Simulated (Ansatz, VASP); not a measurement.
**MgS: VASP beside Ansatz**

File INCAR:

```
ALGO = Normal ; EDIFF = 1E-6
ENCUT = 520 ; GGA = PE
ISIF = 2 ; ISMEAR = -1
LASPH = T ; LCHARG = T
LELF = T ; LREAL = F
LVHAR = T ; LWAVE = F
NBANDS = 11 ; NELM = 80
PREC = Accurate ; SIGMA = 0.02
```

File KPOINTS:

```
k-points
0
Gamma
  8 8 8
```

POSCAR

```
MgS
1.0
    0.0000000000      2.6015177400      2.6015177400
    2.7505847066      0.0000000000      2.6015177400
    2.7505847066      2.6015177400      0.0000000000
Mg S
1 1
Direct
    0.0000000000      0.0000000000      0.0000000000
    0.5000000000      0.5000000000      0.5000000000
```

Input for Ansatz:

```yaml
crystal:
  lattice:
    - [0.0, 2.60151774, 2.60151774]
    - [2.7505847066, 0.0, 2.60151774]
    - [2.7505847066, 2.60151774, 0.0]
  atoms:
    - { symbol: Mg, position: [0.0, 0.0, 0.0] }
    - { symbol: S, position: [0.5, 0.5, 0.5] }
kpoints:
  mp_grid: { grid: [8, 8, 8] }
  band_path:
    path:
      - [0.0, 0.0, 0.0]
      - [0.5, 0.0, 0.5]
      - [0.625, 0.25, 0.625]
      - [0.375, 0.375, 0.75]
      - [0.5, 0.5, 0.5]
      - [0.5, 0.25, 0.75]
    npoints: 1
hamiltonian:
  xc: pbe
scf:
  occupations: { method: fermi_dirac, width: 0.02 }
  n_extra_bands: 4
output:
  forces: true
  stress: true
  eigenvalues: true
```

Change from the starting cell: uniaxial_x strain +5.7%.

Alike in both runs: task single point; functional PBE; k mesh 8 × 8 × 8; occupations fermi-dirac, width 0.02 eV; no spin polarisation.

|  | VASP | Ansatz |
| --- | --- | --- |
| version | VASP 6.6.1 | Ansatz 0.2.0 |
| potentials or method | VASP PAW PBE potentials, release 64 (Mg, S) | plane waves, PAW |
| plane-wave cutoff (eV) | 520 | 420 |
| valence electrons in the cell | 8 | 16 |

Ansatz gave:

```
gap on the k mesh at the Fermi level (eV)                     : 2.47
pressure (GPa)                                                : -2.3
traceless stress, the component that is largest in VASP (GPa) : -2.60
```

Problem. What did VASP give for the same quantities?

Solution. gap on the k mesh at the Fermi level (eV): 2.45; pressure (GPa): -2.6; traceless stress, the component that is largest in VASP (GPa): -2.58.

The functional is the same, so the differences come from potentials, cutoffs and numerics. VASP's potentials hold 8 valence electrons a cell and Ansatz's 16, so a difference there can come from the potentials and not from the codes.
